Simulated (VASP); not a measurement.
# S (P6_3/mmc) in VASP: single point with PBE

Aim: the single point of S with PBE.

All numbers are computed with VASP 6.6.1; they aren't measurements. Logs are shortened: lines on timing, memory, paths and dates and some standing lists are left out, and cuts for length are marked.

### 1 The cell of the first run

Symmetry: P6_3/mmc, No. 194, hexagonal system. Conventional cell: a = 2.894 Å, b = 2.894 Å, c = 4.688 Å, α = 90.00°, β = 90.00°, γ = 120.00°. Within 3.8 Å of S (site symmetry -6m2) lie 12 S at 2.88 to 2.89 Å.

### 2 Single point, PBE

Input file INCAR:

```
SYSTEM = S
  PREC = Accurate
  ENCUT = 520
  EDIFF = 1E-6
  ISMEAR = -1
  SIGMA = 0.05
  LREAL = .FALSE.
  LASPH = .TRUE.
  NELM = 60
  ALGO = Normal
  ISIF = 2
  LWAVE = .FALSE.
  LCHARG = .FALSE.
  GGA = PE
  NBANDS = 13
```

Input file KPOINTS:

```
regular mesh
0
G
  12 12 7
  0 0 0
```

Input file POSCAR:

```
S
1.0
    2.8938615997      0.0000000000      0.0000000000
   -1.4469307998      2.5061576603      0.0000000000
    0.0000000000      0.0000000000      4.6880557914
S
2
Direct
    0.3333333333      0.6666666667      0.2500000000
    0.6666666667      0.3333333333      0.7500000000
```

Potentials or basis: VASP PAW PBE potentials, release 64 (S).

Started as:

```bash
$ cat potpaw_PBE.64/S/POTCAR > POTCAR
$ mpirun -np 1 vasp_std > vasp.out
```

OUTCAR:

```text
SYSTEM = S
   PREC = Accurate
   ENCUT = 520
   EDIFF = 1E-6
   ISMEAR = -1
   LREAL = .FALSE.
   LASPH = .TRUE.
   NELM = 60
   ISIF = 2
   GGA = PE

 ion  position               nearest neighbor table
   1  0.333  0.667  0.250-
   2  0.667  0.333  0.750-

  LATTYP: Found a hexagonal cell.
 ALAT       =     2.8938615997
 C/A-ratio  =     1.6200000000

  Lattice vectors:

 A1 = (   2.8938615997,   0.0000000000,   0.0000000000)
 A2 = (  -1.4469307998,   2.5061576603,   0.0000000000)
 A3 = (   0.0000000000,   0.0000000000,   4.6880557914)

Analysis of symmetry for initial positions (statically):
=====================================================================
 Subroutine PRICEL returns:
 Original cell was already a primitive cell.

 Routine SETGRP: Setting up the symmetry group for a
 hexagonal supercell.

 Subroutine GETGRP returns: Found 24 space group operations
 (whereof 12 operations were pure point group operations)
 out of a pool of 24 trial point group operations.

The static configuration has the point symmetry D_3d.
 The point group associated with its full space group is D_6h.

Analysis of symmetry for dynamics (positions and initial velocities):
=====================================================================
 Subroutine PRICEL returns:
 Original cell was already a primitive cell.

 Routine SETGRP: Setting up the symmetry group for a
 hexagonal supercell.

 Subroutine GETGRP returns: Found 24 space group operations
 (whereof 12 operations were pure point group operations)
 out of a pool of 24 trial point group operations.

The dynamic configuration has the point symmetry D_3d.
 The point group associated with its full space group is D_6h.

 Subroutine INISYM returns: Found 24 space group operations
 (whereof 12 operations are pure point group operations),
 and found     1 'primitive' translations

----------------------------------------------------------------------------------------

                                     Primitive cell

  volume of cell :      34.0000

  direct lattice vectors                    reciprocal lattice vectors
     2.893861600  0.000000000  0.000000000     0.345559027  0.199508598  0.000000000
    -1.446930800  2.506157660  0.000000000     0.000000000  0.399017195  0.000000000
     0.000000000  0.000000000  4.688055791     0.000000000  0.000000000  0.213308042

  length of vectors
     2.893861600  2.893861600  4.688055791     0.399017195  0.399017195  0.213308042

  position of ions in fractional coordinates (direct lattice)
     0.333333333  0.666666667  0.250000000
     0.666666667  0.333333333  0.750000000

  ion indices of the primitive-cell ions
   primitive index   ion index
                 1           1
                 2           2

----------------------------------------------------------------------------------------

 KPOINTS: regular mesh

Automatic generation of k-mesh.
 Grid dimensions read from file:
 generate k-points for:   12   12    7

 Generating k-lattice:

  Cartesian coordinates                     Fractional coordinates (reciprocal lattice)
     0.028796586  0.016625716  0.000000000     0.083333333  0.000000000  0.000000000
     0.000000000  0.033251433  0.000000000     0.000000000  0.083333333  0.000000000
     0.000000000  0.000000000  0.030472577     0.000000000  0.000000000  0.142857143

  Length of vectors
     0.033251433  0.033251433  0.030472577

  Shift w.r.t. Gamma in fractional coordinates (k-lattice)
     0.000000000  0.000000000  0.000000000

 Subroutine IBZKPT returns following result:
 ===========================================

 Found     76 irreducible k-points:

 Following reciprocal coordinates:
            Coordinates               Weight
  0.000000  0.000000  0.000000      1.000000
  0.083333 -0.000000  0.000000      6.000000
  0.166667  0.000000  0.000000      6.000000
  0.250000  0.000000  0.000000      6.000000
  0.333333  0.000000  0.000000      6.000000
  0.416667 -0.000000  0.000000      6.000000
[... 16 lines left out ...]
  0.250000  0.000000  0.142857     12.000000
  0.333333  0.000000  0.142857     12.000000
 [... further k-points ...]
   k-points           NKPTS =     76   k-points in BZ     NKDIM =     76   number of bands    NBANDS=     13
   number of dos      NEDOS =    301   number of ions     NIONS =      2
   total plane-waves  NPLWV =  20736
   dimension x,y,z NGX =    24 NGY =   24 NGZ =   36
   dimension x,y,z NGXF=    48 NGYF=   48 NGZF=   72
   ions per type =               2
   NGX,Y,Z   is equivalent  to a cutoff of  13.79, 13.79, 12.77 a.u.
   NGXF,Y,Z  is equivalent  to a cutoff of  27.57, 27.57, 25.53 a.u.
 SYSTEM =  S
   PREC   = accura    normal or accurate (medium, high low for compatibility)
   ISTART =      0    job   : 0-new  1-cont  2-samecut
   ICHARG =      2    charge: 1-file 2-atom 10-const
   ISPIN  =      1    spin polarized calculation?
   LNONCOLLINEAR =      F non collinear calculations
   LSORBIT =      F    spin-orbit coupling
   LASPH  =      T    aspherical Exc in radial PAW
   ENCUT  =  520.0 eV  38.22 Ry    6.18 a.u.   5.38  5.38  8.72*2*pi/ulx,y,z
   NELM   =     60;   NELMIN=  2; NELMDL= -5     # of ELM steps
   EDIFF  = 0.1E-05   stopping-criterion for ELM
   LREAL  =      F    real-space projection
   EDIFFG = 0.1E-04   stopping-criterion for IOM
   NSW    =      0    number of steps for IOM
   IBRION =     -1    ionic relax: 0-MD 1-quasi-New 2-CG
   NFREE  =      0    steps in history (QN), initial steepest desc. (CG)
   ISIF   =      2    stress and relaxation
   ISYM   =      2    0-nonsym 1-usesym 2-fastsym
   POTIM  = 0.5000    time-step for ionic-motion
   TEBEG  =    0.0;   TEEND  =   0.0 temperature during run
   PSTRESS=    0.0 pullay stress
   NELECT =      12.0000    total number of electrons
   NUPDOWN=      -1.0000    fix difference up-down
   EMIN   =  10.00;   EMAX   =-10.00  energy-range for DOS
   EFERMI =   0.00;   METHOD = LEGACY
   ISMEAR =    -1;   SIGMA  =   0.05  broadening in eV -4-tet -1-fermi 0-gaus
   EFERMI_NEDOS =   21; number of points for ismear=-14 and -15
   IALGO  =     38    algorithm
   IMIX   =      4    mixing-type and parameters
     AMIX     =   0.40;   BMIX     =  1.00
     AMIX_MAG =   1.60;   BMIX_MAG =  1.00
  volume/ion in A,a.u.               =      17.00       114.72
  Fermi-wavevector in a.u.,A,eV,Ry     =   1.156935  2.186290 18.211377  1.338498
  Thomas-Fermi vector in A             =   2.293551
   LORBIT       =      0    0 simple, 1 ext, 2 COOP (PROOUT), +10 PAW based schemes
   GGA     = PE    functional components
   LHFCALC =     F    Hartree Fock is set to
   AEXX    =    0.0000 exact exchange contribution
   IVDW    =     0    specifies the selected vdW correction
   LEPSILON=     F    determine dielectric tensor
   LRPA    =     F    only Hartree local field effects (RPA)
 non-spin polarized calculation
  energy-cutoff  :      520.00
  volume of cell :       34.00
 maximum number of plane-waves:       942
 NGX is ok and might be reduce to    24
   NGX = 11   NGY = 11   NGZ = 17

 number of electron      12.0000003 magnetization

 Free energy of the ion-electron system (eV)
  ---------------------------------------------------
  ext. energy  EPLUGINS =         0.00000000
  ---------------------------------------------------
  free energy    TOTEN  =        -5.65728704 eV

  energy without entropy =       -5.64279287  energy(sigma->0) =       -5.65003995

 E-fermi :   6.5664     XC(G=0): -10.8351

 val. band max:        6.5534184524   @ k =   0.1667   0.1667   0.0000
 cond. band min:       6.6011488097   @ k =   0.3333   0.0833   0.4286
 fundamental gap:      0.0477303573
 Fermi energy:         6.5664176498

 k-point     1 :       0.0000    0.0000    0.0000
  band No.  band energies     occupation
      1      -9.5818      2.00000
      2      -5.8517      2.00000
      3      -0.3460      2.00000
      4       8.0099      0.00000
      5       8.0099      0.00000
      6       9.1968      0.00000
      7       9.1968      0.00000
      8       9.3599      0.00000
      9      15.4136      0.00000
     10      18.3669      0.00000
     11      18.3799      0.00000
     12      18.3799      0.00000
     13      19.6827      0.00000

 k-point     2 :       0.0833   -0.0000    0.0000
  band No.  band energies     occupation
      1      -9.4479      2.00000
      2      -5.7474      2.00000
      3      -0.2122      2.00000
      4       7.1792      0.00001
      5       7.7358      0.00000
      6       8.6966      0.00000
      7       9.1805      0.00000
      8       9.2661      0.00000
      9      15.9093      0.00000
     10      17.5142      0.00000
     11      18.7364      0.00000
     12      19.1182      0.00000
     13      19.6019      0.00000

 k-point     3 :       0.1667    0.0000    0.0000
  band No.  band energies     occupation
      1      -9.0512      2.00000
      2      -5.4507      2.00000
      3       0.1852      2.00000
      4       5.4071      2.00000
      5       7.1525      0.00002
      6       7.4259      0.00000
      7       8.9452      0.00000
      8       9.0224      0.00000
      9      15.3855      0.00000
     10      18.0813      0.00000
     11      18.4789      0.00000
     12      18.9610      0.00000
     13      19.7547      0.00000
[... 305 lines left out ...]
 k-point    23 :       0.2500    0.0000    0.1429
  band No.  band energies     occupation
      1      -8.3012      2.00000
      2      -5.3260      2.00000
      3       1.2294      2.00000
      4       3.6720      2.00000
      5       5.5251      2.00000
      6       6.6252      0.47164
      7       8.2513      0.00000
      8       8.5805      0.00000
      9      14.2561      0.00000
     10      16.3347      0.00000
     11      17.6359      0.00000
     12      19.1699      0.00000
     13      20.1119      0.00000

 k-point    24 :       0.3333    0.0000    0.1429
  band No.  band energies     occupation
      1      -7.4632      2.00000
      2      -4.8477      2.00000
      3       1.3388      2.00000
      4       2.7068      2.00000
      5       3.8926      2.00000
      6       6.1326      1.99966
      7       7.5271      0.00000
      8       8.2546      0.00000
      9      13.3384      0.00000
     10      15.1709      0.00000
     11      17.1821      0.00000
     12      18.6312      0.00000
     13      19.9412      0.00000

 [... further k-points ...]

------------------------ aborting loop because EDIFF is reached ----------------------------------------

  FORCE on cell =-STRESS in cart. coord.  units (eV):
  Direction    XX          YY          ZZ          XY          YZ          ZX
  --------------------------------------------------------------------------------------
  -------------------------------------------------------------------------------------
  Total       -0.3343988     -0.3343988     -2.3926135     -0.0000000      0.0000000      0.0000000
  in kB      -15.7578267    -15.7578267   -112.7467974     -0.0000000      0.0000000      0.0000000
  external PRESSURE =     -48.0874836 kB  Pullay stress =       0.0000000 kB

 VOLUME and BASIS-vectors are now :
 -----------------------------------------------------------------------------
  energy-cutoff  :      520.00
  volume of cell :       34.00
      direct lattice vectors                 reciprocal lattice vectors
     2.893861600  0.000000000  0.000000000     0.345559027  0.199508598  0.000000000
    -1.446930800  2.506157660  0.000000000     0.000000000  0.399017195  0.000000000
     0.000000000  0.000000000  4.688055791     0.000000000  0.000000000  0.213308042

 POSITION                                       TOTAL-FORCE (eV/Angst)
 -----------------------------------------------------------------------------------
     -0.00000      1.67077      1.17201        -0.000000     -0.000000      0.000000
      1.44693      0.83539      3.51604         0.000000      0.000000      0.000000
 -----------------------------------------------------------------------------------
    total drift:                               -0.000000      0.000000      0.000000

  FREE ENERGIE OF THE ION-ELECTRON SYSTEM (eV)
  ---------------------------------------------------
  free  energy   TOTEN  =        -5.6572870429 eV

  energy  without entropy=       -5.6427928660  energy(sigma->0) =       -5.65003995
```

Run time: 27 s. Hardware: 1 thread of AMD EPYC 7R43 (Zen 3), shared host; peak memory 0.12 GiB.

What came out:

```yaml
Free_energy: -5.6573 eV
Pressure: -4.8 GPa
Band_gap_on_the_k_mesh: zero (band 6 reaches 9.20 eV, above the bottom of band 7 at 4.69 eV)
```

Levels at points of the mesh, in eV from the Fermi level:
```tsv
k point	band 2	band 3	band 4	band 5	band 6	band 7	band 8	band 9	band 10	band 11
(0.00, 0.00, 0.00)	-12.42	-6.91	1.44	1.44	2.63	2.63	2.79	8.85	11.80	11.81
(0.50, 0.00, 0.00)	-11.29	-5.84	-4.26	-3.33	-1.00	-0.95	1.56	5.84	8.43	9.96
```
